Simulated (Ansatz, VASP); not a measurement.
## Sn4SeS3 in VASP and in Ansatz

```
Sn Se S
1.0
     5.98317    0.00000    0.00000
    -0.11618    5.99859    0.00000
    -1.48190   -1.53230    5.90932
Sn Se S
4 1 3
Direct
  0.21039 0.22086 0.50556
  0.66314 0.71472 0.49125
  0.56058 0.08724 0.01125
  0.03763 0.56571 0.00138
  0.06462 0.05574 0.04685
  0.60035 0.54927 0.05238
  0.65916 0.15389 0.44893
  0.20413 0.65257 0.44239
```

Change from the starting cell: the structure that the rattled cell fell into.

Alike in both runs: task single point; functional PBE; k mesh 4 × 4 × 4; occupations gaussian, width 0.1 eV; no spin polarisation.

|  | VASP | Ansatz |
| --- | --- | --- |
| version | VASP 6.6.1 | Ansatz 0.2.0 |
| potentials or method | VASP PAW PBE potentials, release 64 (Sn_d, Se, S), cutoff 520 eV | scalar-relativistic, plane waves, PAW |
| valence electrons in the cell | 80 | 90 |

|  | VASP | Ansatz | Ansatz less VASP |
| --- | --- | --- | --- |
| gap on the k mesh at the Fermi level (eV) | 0.89 | 0.91 | +0.013 |
| least direct gap on the mesh (eV) | 1.13 | 1.14 | +0.009 |
| pressure (GPa) | 0.0 | 0.0 | +0.03 |
| rms of the force components (eV/Å) | 0.004 | 0.004 | +0.0001 |

Atom by atom the forces differ by 0.003 eV/Å (rms over components). With one functional, cell and mesh, what is left measures potentials, basis and numerics. VASP's potentials hold 80 valence electrons a cell and Ansatz's 90, so a difference there can come from the potentials and not from the codes.
